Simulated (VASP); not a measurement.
# MgF2 (P4_2/mnm) in VASP: a series of runs, part 2 of 2

VASP 6.6.1. The steps go on from the part before.

## (5) Single point, r2SCAN

This run uses another cell than the first one, of 10.85 Å³/atom.

POSCAR reads:

```
MgF2
1.0
    4.6220159513      0.0000000000      0.0000000000
    0.0000000000      4.6220159513      0.0000000000
    0.0000000000      0.0000000000      3.0461118667
Mg F
2 4
Direct
    0.5000000000      0.5000000000      0.5000000000
    0.0000000000      0.0000000000      0.0000000000
    0.6970494155      0.6970494155      0.0000000000
    0.8029505845      0.1970494155      0.5000000000
    0.3029505845      0.3029505845      0.0000000000
    0.1970494155      0.8029505845      0.5000000000
```

INCAR.step1 reads:

```
SYSTEM = MgF2
PREC = Accurate
ENCUT = 660
ISMEAR = 0
SIGMA = 0.01
LREAL = .False.
LASPH = .True.
NELM = 120
NBANDS = 25
GGA = PE
ALGO = Normal
EDIFF = 1E-5
LWAVE = .True.
LCHARG = .False.
GGA_COMPAT = .False.
```

INCAR.step2 reads:

```
SYSTEM = MgF2
PREC = Accurate
ENCUT = 660
EDIFF = 1E-6
ISMEAR = 0
SIGMA = 0.01
LREAL = .False.
LASPH = .True.
NELM = 120
ALGO = Normal
ISIF = 2
LWAVE = .False.
LCHARG = .True.
METAGGA = R2SCAN
LMIXTAU = .True.
LELF = .True.
LVHAR = .True.
NBANDS = 25
ISTART = 1
GGA_COMPAT = .False.
```

KPOINTS reads:

```
regular mesh
0
Gamma
  6 6 8
  0 0 0
```

Potentials or basis: VASP PAW PBE potentials, release 64 (Mg, F).

Command:

```sh
> cat potpaw_PBE.64/Mg/POTCAR potpaw_PBE.64/F/POTCAR > POTCAR
> cp INCAR.step1 INCAR
> mpirun -np 1 vasp_std > vasp.out
> cp INCAR.step2 INCAR
> mpirun -np 1 vasp_std > vasp.out
```

OUTCAR:

```text
SYSTEM = MgF2
   PREC = Accurate
   ENCUT = 660
   EDIFF = 1E-6
   ISMEAR = 0
   LREAL = .False.
   LASPH = .True.
   NELM = 120
   ISIF = 2
   METAGGA = R2SCAN
   ISTART = 1

 ion  position               nearest neighbor table
   1  0.500  0.500  0.500-   4 1.98   6 1.98   5 1.99   3 1.99   3 1.99   5 1.99   2 3.61   2 3.61
                             2 3.61   2 3.61   2 3.61   2 3.61   2 3.61   2 3.61
   2  0.000  0.000  0.000-   3 1.98   5 1.98   4 1.99   6 1.99   4 1.99   6 1.99   1 3.61   1 3.61
                             1 3.61   1 3.61   1 3.61   1 3.61   1 3.61   1 3.61
   3  0.697  0.697  0.000-   2 1.98   1 1.99   1 1.99
[... 885 lines left out ...]
  -------------------------------------------------------------------------------------
  Total       -0.5744841     -0.5744841     -0.6298446      0.0000000      0.0000000      0.0000000
  in kB      -14.1442477    -14.1442477    -15.5072667      0.0000000      0.0000000      0.0000000
  external PRESSURE =     -14.5985874 kB  Pullay stress =       0.0000000 kB

 VOLUME and BASIS-vectors are now :
 -----------------------------------------------------------------------------
  energy-cutoff  :      660.00
  volume of cell :       65.07
      direct lattice vectors                 reciprocal lattice vectors
     4.622015951  0.000000000  0.000000000     0.216355809  0.000000000  0.000000000
     0.000000000  4.622015951  0.000000000     0.000000000  0.216355809  0.000000000
     0.000000000  0.000000000  3.046111867     0.000000000  0.000000000  0.328287352

 POSITION                                       TOTAL-FORCE (eV/Angst)
 -----------------------------------------------------------------------------------
      2.31101      2.31101      1.52306         0.000000     -0.000000     -0.000000
      0.00000      0.00000      0.00000         0.000000     -0.000000     -0.000000
      3.22177      3.22177      0.00000        -0.004804     -0.004804      0.000000
      3.71125      0.91077      1.52306         0.004804     -0.004804     -0.000000
      1.40024      1.40024      0.00000         0.004804      0.004804     -0.000000
      0.91077      3.71125      1.52306        -0.004804      0.004804     -0.000000
 -----------------------------------------------------------------------------------
    total drift:                                0.000000      0.000000      0.000000

  FREE ENERGIE OF THE ION-ELECTRON SYSTEM (eV)
  ---------------------------------------------------
  free  energy   TOTEN  =       -43.8586378530 eV

  energy  without entropy=      -43.8586378530  energy(sigma->0) =      -43.85863785
```

OUTCAR.step1:

```text
SYSTEM = MgF2
   PREC = Accurate
   ENCUT = 660
   ISMEAR = 0
   LREAL = .False.
   LASPH = .True.
   NELM = 120
[... 913 lines left out ...]
      3.71125      0.91077      1.52306        -0.018265      0.018265     -0.000000
      1.40024      1.40024      0.00000        -0.018265     -0.018265      0.000000
      0.91077      3.71125      1.52306         0.018265     -0.018265      0.000000
 -----------------------------------------------------------------------------------
    total drift:                                0.000000      0.000000      0.000000

  FREE ENERGIE OF THE ION-ELECTRON SYSTEM (eV)
  ---------------------------------------------------
  free  energy   TOTEN  =       -31.5242680086 eV

  energy  without entropy=      -31.5242680086  energy(sigma->0) =      -31.52426801
```

Wall time 6.2 min (1 thread of Intel Xeon Platinum 8259CL at 2.50GHz (Skylake/Cascade Lake), shared host); peak memory 0.27 GiB.

What came out:

```
Free energy            : -43.8586 eV
Pressure               : -1.5 GPa
Largest force          : 0.007 eV/Å
Band gap on the k mesh : 8.03 eV
```

Forces in eV/Å, atoms in the order of the input:
```
Mg   0.000  0.000  0.000
Mg   0.000  0.000  0.000
F   -0.005 -0.005  0.000
F    0.005 -0.005  0.000
F    0.005  0.005  0.000
F   -0.005  0.005  0.000
```

Stress tensor (GPa, compression positive):
```
-1.41  0.00  0.00
 0.00 -1.41  0.00
 0.00  0.00 -1.55
```

Levels at points of the mesh, in eV from the valence-band top:
| k point | band 14 | band 15 | band 16 | band 17 | band 18 | band 19 |
| --- | --- | --- | --- | --- | --- | --- |
| (0.00, 0.00, 0.00) | -0.32 | -0.32 | 0.00 | 8.03 | 13.27 | 13.27 |
| (0.50, 0.00, 0.00) | -0.98 | -0.38 | -0.38 | 10.47 | 10.47 | 14.56 |
| (0.50, 0.50, 0.00) | -0.95 | -0.79 | -0.79 | 12.23 | 12.23 | 12.33 |
| (0.00, 0.00, 0.50) | -1.16 | -0.86 | -0.86 | 12.88 | 12.88 | 16.07 |
| (0.50, 0.00, 0.50) | -0.74 | -0.68 | -0.68 | 13.79 | 13.79 | 14.59 |
| (0.50, 0.50, 0.50) | -0.62 | -0.48 | -0.48 | 14.28 | 14.28 | 14.55 |

Caveat: the PAW data sets were made with another functional, which shifts forces and pressure a little.

## (6) Relaxation of cell and atoms, PBEsol

This run uses another cell than the first one, of 11.38 Å³/atom.

INCAR reads:

```
SYSTEM = MgF2
PREC = Accurate
ENCUT = 600
EDIFF = 1E-7
ISMEAR = -1
SIGMA = 0.02
LREAL = .False.
LASPH = .True.
NELM = 120
ALGO = Normal
ISIF = 3
LWAVE = .False.
LCHARG = .False.
GGA = PS
IBRION = 2
NSW = 80
EDIFFG = -0.005
GGA_COMPAT = .False.
NELMIN = 4
```

KPOINTS reads:

```
Automatic mesh
0
Gamma
  6 6 8
  0 0 0
```

POSCAR reads:

```
MgF2
1.0
    4.6975810551      0.0000000000      0.0000000000
    0.0000000000      4.6975810551      0.0000000000
    0.0000000000      0.0000000000      3.0929918976
Mg F
2 4
Direct
    0.5000000000      0.5000000000      0.5000000000
    0.0000000000      0.0000000000      0.0000000000
    0.6964323173      0.6964323173      0.0000000000
    0.8035676827      0.1964323173      0.5000000000
    0.3035676827      0.3035676827      0.0000000000
    0.1964323173      0.8035676827      0.5000000000
```

Potentials or basis: VASP PAW PBE potentials, release 64 (Mg, F).

Command:

```sh
> cat potpaw_PBE.64/Mg/POTCAR potpaw_PBE.64/F/POTCAR > POTCAR
> mpirun -np 1 vasp_std > vasp.out
```

Wall time 4 min (1 thread of Intel Xeon Platinum 8259CL at 2.50GHz (Skylake/Cascade Lake), shared host); peak memory 0.25 GiB.

It converged, with:

* Free energy: -32.6201 eV
* Relaxed volume: 10.87 Å³/atom
* Relaxed cell: a = 4.623 Å, b = 4.623 Å, c = 3.052 Å, α = 90.00°, β = 90.00°, γ = 90.00°
* Space group after relaxing (to 0.1 Å): P4_2/mnm (No. 136)
* Energy gained by relaxing: 6.8 meV/atom
* Ionic steps: 5
* Pressure after relaxing: 0.0 GPa
* Band gap on the k mesh: 6.93 eV

Step by step:
```
step  energy change (eV)  largest force (eV/Å)  pressure (GPa)  volume (Å³)
   1              0.0000                0.0401           -4.15        68.25
   2             -0.0397                0.0524           -0.12        65.38
   3             -0.0397                0.0543           -0.03        65.33
   4             -0.0404                0.0223           -0.01        65.27
   5             -0.0406                0.0015            0.01        65.23
```

Final structure:
```
Mg F
1.0
     4.62327    0.00000    0.00000
     0.00000    4.62327    0.00000
     0.00000    0.00000    3.05192
Mg F
2 4
Direct
  0.50000 0.50000 0.50000
  0.00000 0.00000 0.00000
  0.69683 0.69683 0.00000
  0.80317 0.19683 0.50000
  0.30317 0.30317 0.00000
  0.19683 0.80317 0.50000
```

Levels at points of the mesh, in eV from the valence-band top:
```tsv
k point	band 14	band 15	band 16	band 17	band 18	band 19
(0.00, 0.00, 0.00)	-0.32	-0.32	0.00	6.93	12.05	12.05
(0.50, 0.00, 0.00)	-0.99	-0.38	-0.38	9.35	9.35	13.31
(0.50, 0.50, 0.00)	-0.96	-0.78	-0.78	11.07	11.07	11.12
(0.00, 0.00, 0.50)	-1.17	-0.87	-0.87	11.67	11.67	14.74
(0.50, 0.00, 0.50)	-0.74	-0.67	-0.67	12.56	12.56	13.31
(0.50, 0.50, 0.50)	-0.61	-0.49	-0.49	13.13	13.13	13.15
```

Caveat: the PAW data sets were made with another functional, which shifts forces and pressure a little. A k mesh can miss the band edges.

## (7) Overview

```tsv
task	level	cell	cutoff (eV)	smearing	gap on the mesh (eV)	pressure (GPa)	largest force (eV/Å)
single point	PBEsol	a = 4.639, b = 4.639, c = 3.063 Å, 6 atoms	600	fermi-dirac 0.02 eV	6.86	-1.0	-
single point	PBE	a = 4.698, b = 4.698, c = 3.093 Å, 6 atoms	600	fermi-dirac 0.02 eV	6.80	-1.0	-
single point	r2SCAN	a = 4.622, b = 4.622, c = 3.046 Å, 6 atoms	660	fermi-dirac 0.02 eV	8.03	-1.5	0.01
single point	r2SCAN	a = 4.622, b = 4.622, c = 3.046 Å, 6 atoms	660	gaussian 0.01 eV	8.03	-1.5	0.01
relaxation of cell and atoms	PBEsol	relaxed from a = 4.698, b = 4.698, c = 3.093 Å, 6 atoms	600	fermi-dirac 0.02 eV	6.93	0.0	-
```

Alike in all rows: potentials or basis VASP PAW PBE potentials, release 64 (Mg, F); no spin polarisation; k mesh 6 × 6 × 8.

Caveats: the PAW data sets were made with another functional, which shifts forces and pressure a little (at least some runs).

Absolute energies hang on the potentials; compare differences alone.
